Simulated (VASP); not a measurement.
# BeSe in VASP: relaxation of the atoms with PBE

Aim: the relaxation of the atoms of BeSe with PBE.

Program: VASP 6.6.1. These are calculated values, not measurements. Logs are shortened: lines on timing, memory, paths and dates and some standing lists are left out, and cuts for length are marked.

### Step 1. The cell of the first run

The cell holds a slab with vacuum, 8 atoms: a = 3.585 Å, b = 3.585 Å, c = 24.513 Å, α = 90.00°, β = 90.00°, γ = 120.00°.

### Step 2. Relaxation of the atoms, PBE

INCAR

```
PREC = Accurate ; ENCUT = 520
EDIFF = 1E-6 ; ISMEAR = -1
SIGMA = 0.05 ; LREAL = False
LASPH = True ; NELM = 60
ALGO = Normal ; ISIF = 2
LWAVE = False ; LCHARG = False
LDIPOL = True ; IDIPOL = 3
DIPOL = 0.5 0.5 0.500 ; GGA = PE
IBRION = 2 ; NSW = 60
EDIFFG = -0.02
```

KPOINTS

```
Automatic mesh
0
Gamma
  9 9 1
```

POSCAR

```
BeSe
1.0
    3.5850313806      0.0000000000      0.0000000000
   -1.7925156903      3.1047282490      0.0000000000
    0.0000000000      0.0000000000     24.5132890606
Se Be
4 4
Selective dynamics
Direct
    0.0000000000      0.0000000000      0.3059564949  F F F
    0.3333333333      0.6666666667      0.4253678827  F F F
    0.6666666667      0.3333333333      0.5447792704  T T T
    0.0000000000      0.0000000000      0.6641906581  T T T
    0.3333333333      0.6666666667      0.3358093419  F F F
    0.6666666667      0.3333333333      0.4552207296  F F F
    0.0000000000      0.0000000000      0.5746321173  T T T
    0.3333333333      0.6666666667      0.6940435051  T T T
```

Potentials or basis: VASP PAW PBE potentials, release 64 (Se, Be).

Launch:

```console
cat potpaw_PBE.64/Se/POTCAR potpaw_PBE.64/Be/POTCAR > POTCAR
mpirun -np 1 vasp_std > vasp.out
```

OUTCAR:

```text
PREC = Accurate
   ENCUT = 520
   EDIFF = 1E-6
   ISMEAR = -1
   LREAL = False
   LASPH = True
   NELM = 60
   ISIF = 2
   GGA = PE
   IBRION = 2
   NSW = 60
   EDIFFG = -0.02

 ion  position               nearest neighbor table
   1  0.000  0.000  0.306-   5 2.20   5 2.20   5 2.20
   2  0.333  0.667  0.425-   6 2.20   6 2.20   5 2.20   6 2.20
   3  0.667  0.333  0.545-   7 2.20   7 2.20   7 2.20   6 2.20
   4  0.000  0.000  0.664-   7 2.20   8 2.20   8 2.20   8 2.20
   5  0.333  0.667  0.336-   2 2.20   1 2.20   1 2.20   1 2.20
   6  0.667  0.333  0.455-   2 2.20   2 2.20   3 2.20   2 2.20
   7  0.000  0.000  0.575-   3 2.20   3 2.20   3 2.20   4 2.20
   8  0.333  0.667  0.694-   4 2.20   4 2.20   4 2.20

  LATTYP: Found a hexagonal cell.
 ALAT       =     3.5850313806
 C/A-ratio  =     6.8376776821

  Lattice vectors:

 A1 = (   3.5850313806,   0.0000000000,   0.0000000000)
 A2 = (  -1.7925156903,   3.1047282490,   0.0000000000)
 A3 = (   0.0000000000,   0.0000000000,  24.5132890606)

Analysis of symmetry for initial positions (statically):
=====================================================================
 Subroutine PRICEL returns:
 Original cell was already a primitive cell.

 Routine SETGRP: Setting up the symmetry group for a
 hexagonal supercell.

 Subroutine GETGRP returns: Found  6 space group operations
 (whereof  6 operations were pure point group operations)
 out of a pool of 24 trial point group operations.

The static configuration has the point symmetry C_3v.

Analysis of symmetry for dynamics (positions and initial velocities):
=====================================================================
 Subroutine PRICEL returns:
 Original cell was already a primitive cell.

 Routine SETGRP: Setting up the symmetry group for a
 hexagonal supercell.

 Subroutine GETGRP returns: Found  6 space group operations
 (whereof  6 operations were pure point group operations)
 out of a pool of 24 trial point group operations.

The dynamic configuration has the point symmetry C_3v.

Analysis of constrained symmetry for selective dynamics:
=====================================================================
 Subroutine PRICEL returns:
 Original cell was already a primitive cell.

 Routine SETGRP: Setting up the symmetry group for a
 hexagonal supercell.

 Subroutine GETGRP returns: Found  6 space group operations
 (whereof  6 operations were pure point group operations)
 out of a pool of 24 trial point group operations.

The constrained configuration has the point symmetry C_3v.

 Subroutine INISYM returns: Found  6 space group operations
 (whereof  6 operations are pure point group operations),
 and found     1 'primitive' translations

----------------------------------------------------------------------------------------

                                     Primitive cell

  volume of cell :     272.8463

  direct lattice vectors                    reciprocal lattice vectors
     3.585031381  0.000000000  0.000000000     0.278937586  0.161044691  0.000000000
    -1.792515690  3.104728249  0.000000000     0.000000000  0.322089381  0.000000000
     0.000000000  0.000000000 24.513289061     0.000000000  0.000000000  0.040794199

  length of vectors
     3.585031381  3.585031381 24.513289061     0.322089381  0.322089381  0.040794199

  position of ions in fractional coordinates (direct lattice)
     0.000000000  0.000000000  0.305956495
     0.333333333  0.666666667  0.425367883
[... 53 lines left out ...]
  0.333333  0.111111  0.000000     12.000000
  0.444444  0.111111  0.000000      6.000000
  0.222222  0.222222  0.000000      6.000000
  0.333333  0.222222  0.000000     12.000000
  0.333333  0.333333  0.000000      2.000000
   k-points           NKPTS =     12   k-points in BZ     NKDIM =     12   number of bands    NBANDS=     21
   number of dos      NEDOS =    301   number of ions     NIONS =      8
   total plane-waves  NPLWV = 150528
   dimension x,y,z NGX =    28 NGY =   28 NGZ =  192
   dimension x,y,z NGXF=    56 NGYF=   56 NGZF=  384
   ions per type =               4   4
   NGX,Y,Z   is equivalent  to a cutoff of  12.98, 12.98, 13.02 a.u.
   NGXF,Y,Z  is equivalent  to a cutoff of  25.97, 25.97, 26.04 a.u.
 SYSTEM =  unknown system
   PREC   = accura    normal or accurate (medium, high low for compatibility)
   ISTART =      0    job   : 0-new  1-cont  2-samecut
   ICHARG =      2    charge: 1-file 2-atom 10-const
   ISPIN  =      1    spin polarized calculation?
   LNONCOLLINEAR =      F non collinear calculations
   LSORBIT =      F    spin-orbit coupling
   LASPH  =      T    aspherical Exc in radial PAW
   ENCUT  =  520.0 eV  38.22 Ry    6.18 a.u.   6.67  6.67 45.58*2*pi/ulx,y,z
   NELM   =     60;   NELMIN=  2; NELMDL= -5     # of ELM steps
   EDIFF  = 0.1E-05   stopping-criterion for ELM
   LREAL  =      F    real-space projection
   EDIFFG = -.2E-01   stopping-criterion for IOM
   NSW    =     60    number of steps for IOM
   IBRION =      2    ionic relax: 0-MD 1-quasi-New 2-CG
   NFREE  =      1    steps in history (QN), initial steepest desc. (CG)
   ISIF   =      2    stress and relaxation
   ISYM   =      2    0-nonsym 1-usesym 2-fastsym
   POTIM  = 0.5000    time-step for ionic-motion
   TEBEG  =    0.0;   TEEND  =   0.0 temperature during run
   PSTRESS=    0.0 pullay stress
   NELECT =      32.0000    total number of electrons
   NUPDOWN=      -1.0000    fix difference up-down
   EMIN   =  10.00;   EMAX   =-10.00  energy-range for DOS
   EFERMI =   0.00;   METHOD = LEGACY
   ISMEAR =    -1;   SIGMA  =   0.05  broadening in eV -4-tet -1-fermi 0-gaus
   EFERMI_NEDOS =   21; number of points for ismear=-14 and -15
   IALGO  =     38    algorithm
   IMIX   =      4    mixing-type and parameters
     AMIX     =   0.40;   BMIX     =  1.00
     AMIX_MAG =   1.60;   BMIX_MAG =  1.00
  volume/ion in A,a.u.               =      34.11       230.16
  Fermi-wavevector in a.u.,A,eV,Ry     =   0.801344  1.514320  8.737003  0.642152
  Thomas-Fermi vector in A             =   1.908813
   LORBIT       =      0    0 simple, 1 ext, 2 COOP (PROOUT), +10 PAW based schemes
   GGA     = PE    functional components
   LHFCALC =     F    Hartree Fock is set to
   AEXX    =    0.0000 exact exchange contribution
   IVDW    =     0    specifies the selected vdW correction
   LEPSILON=     F    determine dielectric tensor
   LRPA    =     F    only Hartree local field effects (RPA)
 conjugate gradient relaxation of ions
 non-spin polarized calculation
  energy-cutoff  :      520.00
  volume of cell :      272.85
 maximum number of plane-waves:      7391
 NGX is ok and might be reduce to    28
   NGX = 13   NGY = 13   NGZ = 91

 dipolmoment           0.000000      0.000000      0.001063 electrons x Angstroem

--------------------------------------- Ionic step        1  -------------------------------------------

 number of electron      32.0000000 magnetization

 Free energy of the ion-electron system (eV)
  ---------------------------------------------------
  ext. energy  EPLUGINS =         0.00000000
  ---------------------------------------------------
  free energy    TOTEN  =       -33.04531187 eV

  energy without entropy =      -33.01158294  energy(sigma->0) =      -33.02844741

------------------------ aborting loop because EDIFF is reached ----------------------------------------

  FORCE on cell =-STRESS in cart. coord.  units (eV):
  Direction    XX          YY          ZZ          XY          YZ          ZX
  --------------------------------------------------------------------------------------
  -------------------------------------------------------------------------------------
  Total        1.9025001      1.9025001      5.1726067      0.0000000      0.0000000      0.0000000
  in kB       11.1716453     11.1716453     30.3739939      0.0000000      0.0000000      0.0000000
  external PRESSURE =      17.5724282 kB  Pullay stress =       0.0000000 kB
[... 107 lines left out ...]
  FREE ENERGIE OF THE ION-ELECTRON SYSTEM (eV)
  ---------------------------------------------------
  free  energy   TOTEN  =       -33.2296246747 eV

  energy  without entropy=      -33.2058144043  energy(sigma->0) =      -33.21771954

[... ionic steps 4 to 14 ...]

--------------------------------------- Ionic step       15  -------------------------------------------

 number of electron      31.9999999 magnetization

------------------------ aborting loop because EDIFF is reached ----------------------------------------
[... 37 lines left out ...]
--------------------------------------- Ionic step       16  -------------------------------------------

 number of electron      31.9999999 magnetization

 E-fermi :  -0.0045     XC(G=0):  -5.2342

 val. band max:       -0.0379355786   @ k =   0.4444   0.0000   0.0000
 cond. band min:      -0.0004884509   @ k =   0.4444   0.1111   0.0000
 fundamental gap:      0.0374471276
 Fermi energy:        -0.0044829288

 k-point     1 :       0.0000    0.0000    0.0000
  band No.  band energies     occupation
      1     -16.6280      2.00000
      2     -15.2564      2.00000
      3     -13.9493      2.00000
      4     -12.1268      2.00000
      5      -7.3180      2.00000
      6      -5.4466      2.00000
[... 318 lines left out ...]
--------------------------------------- Ionic step       17  -------------------------------------------

 number of electron      31.9999999 magnetization

 dipolmoment           0.000000      0.000000     -0.284942 electrons x Angstroem

 Free energy of the ion-electron system (eV)
  ---------------------------------------------------
  ext. energy  EPLUGINS =         0.00000000
  ---------------------------------------------------
  free energy    TOTEN  =       -33.30287423 eV

  energy without entropy =      -33.27937217  energy(sigma->0) =      -33.29112320

 E-fermi :   0.0015     XC(G=0):  -5.2575

 val. band max:       -0.0321877723   @ k =   0.4444   0.0000   0.0000
 cond. band min:       0.0055500708   @ k =   0.4444   0.1111   0.0000
 fundamental gap:      0.0377378431
 Fermi energy:         0.0014947783

 k-point     1 :       0.0000    0.0000    0.0000
  band No.  band energies     occupation
      1     -16.5997      2.00000
      2     -15.2793      2.00000
      3     -13.9546      2.00000
      4     -12.1243      2.00000
      5      -7.3003      2.00000
      6      -5.4560      2.00000
[... 277 lines left out ...]
     20       3.8714      0.00000
     21       4.5001      0.00000

------------------------ aborting loop because EDIFF is reached ----------------------------------------

 vacuum level on the upper side and lower side of the slab       (xc-potential included)        -2.514         2.057

  FORCE on cell =-STRESS in cart. coord.  units (eV):
  Direction    XX          YY          ZZ          XY          YZ          ZX
  --------------------------------------------------------------------------------------
  -------------------------------------------------------------------------------------
  Total        3.0547328      3.0547328      2.0690709      0.0000000      0.0000000      0.0000000
  in kB       17.9376552     17.9376552     12.1497630      0.0000000      0.0000000      0.0000000
  external PRESSURE =      16.0083578 kB  Pullay stress =       0.0000000 kB
[... 23 lines left out ...]
  FREE ENERGIE OF THE ION-ELECTRON SYSTEM (eV)
  ---------------------------------------------------
  free  energy   TOTEN  =       -33.3028742282 eV

  energy  without entropy=      -33.2793721729  energy(sigma->0) =      -33.29112320

 reached required accuracy - stopping structural energy minimisation

 vacuum level on the upper side and lower side of the slab         2.039         6.706
```

Wall time 29 min (1 thread of Intel Xeon 8259CL, shared host); peak memory 0.44 GiB.

Results:

| Item | Value |
| --- | --- |
| Free energy | -33.3029 eV |
| Energy gained by relaxing | 32.2 meV/atom |
| Ionic steps | 17 |
| Band gap on the k mesh | zero (bands 16 and 17 overlap by 0.50 eV) |

Step by step:
```tsv
step	energy change (eV)	largest force on free atoms (eV/Å)	pressure (GPa)
1	0.0000	1.4055	1.76
2	-0.1208	0.8657	1.79
3	-0.1843	0.4391	1.92
4	-0.1918	0.4457	2.00
5	-0.1924	0.4818	2.02
6	-0.2121	0.3831	2.01
7	-0.2306	0.3440	1.96
8	-0.2418	0.1790	1.94
9	-0.2493	0.0913	1.93
10	-0.2512	0.0603	1.89
11	-0.2514	0.0591	1.86
12	-0.2526	0.0580	1.85
13	-0.2545	0.0542	1.79
14	-0.2546	0.0532	1.78
15	-0.2558	0.0467	1.74
16	-0.2572	0.0363	1.63
17	-0.2576	0.0076	1.60
```

Final structure:
```
CELL_PARAMETERS angstrom
3.58503 0.00000 0.00000
-1.79252 3.10473 0.00000
0.00000 0.00000 24.51329
ATOMIC_POSITIONS crystal
Se 0.00000 0.00000 0.30596
Se 0.33333 0.66667 0.42537
Se 0.66667 0.33333 0.55304
Se 0.00000 0.00000 0.68153
Be 0.33333 0.66667 0.33581
Be 0.66667 0.33333 0.45522
Be 0.00000 0.00000 0.57982
Be 0.33333 0.66667 0.69500
```
